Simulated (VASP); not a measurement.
Input of a VASP 6.6.1 run:

The input POSCAR:

```
CdF2
1.0
    0.0000000000      2.6405685300      2.6405685300
    2.6405685300      0.0000000000      2.6405685300
    2.6405685300      2.6405685300      0.0000000000
Cd F
1 2
Direct
    0.0000000000      0.0000000000      0.0000000000
    0.2500000000      0.2500000000      0.2500000000
    0.7500000000      0.7500000000      0.7500000000
```

INCAR.step1

```
  ALGO = Normal
  EDIFF = 1E-4
  ENCUT = 520
  GGA = PE
  ISMEAR = -1
  LASPH = True
  LCHARG = False
  LREAL = False
  LWAVE = True
  NBANDS = 20
  NELM = 100
  PREC = Accurate
  SIGMA = 0.02
```

File INCAR.step2:

```
  ALGO = Normal
  EDIFF = 1E-6
  ENCUT = 520
  ISIF = 2
  ISMEAR = -1
  ISTART = 1
  LASPH = True
  LCHARG = False
  LMIXTAU = True
  LREAL = False
  LWAVE = False
  METAGGA = R2SCAN
  NBANDS = 20
  NELM = 100
  PREC = Accurate
  SIGMA = 0.02
```

KPOINTS

```
k-points
0
Gamma
  10 10 10
```

Potentials or basis: VASP PAW PBE potentials, release 64 (Cd, F).

The run is started by

```console
$ cat potpaw_PBE.64/Cd/POTCAR potpaw_PBE.64/F/POTCAR > POTCAR
$ cp INCAR.step1 INCAR
$ mpirun -np 1 vasp_std > vasp.out
$ cp INCAR.step2 INCAR
$ mpirun -np 1 vasp_std > vasp.out
```

Task: Estimate the pressure.

Result: 9.3 GPa.

Task: Predict the band gap on the k mesh.

Result: 3.98 eV (least direct gap 4.38 eV).

Caveat: the cell stands under pressure; the PAW data sets were made with another functional, which shifts forces and pressure a little. r2SCAN opens gaps a little over a GGA but as a rule still falls short of measured ones.
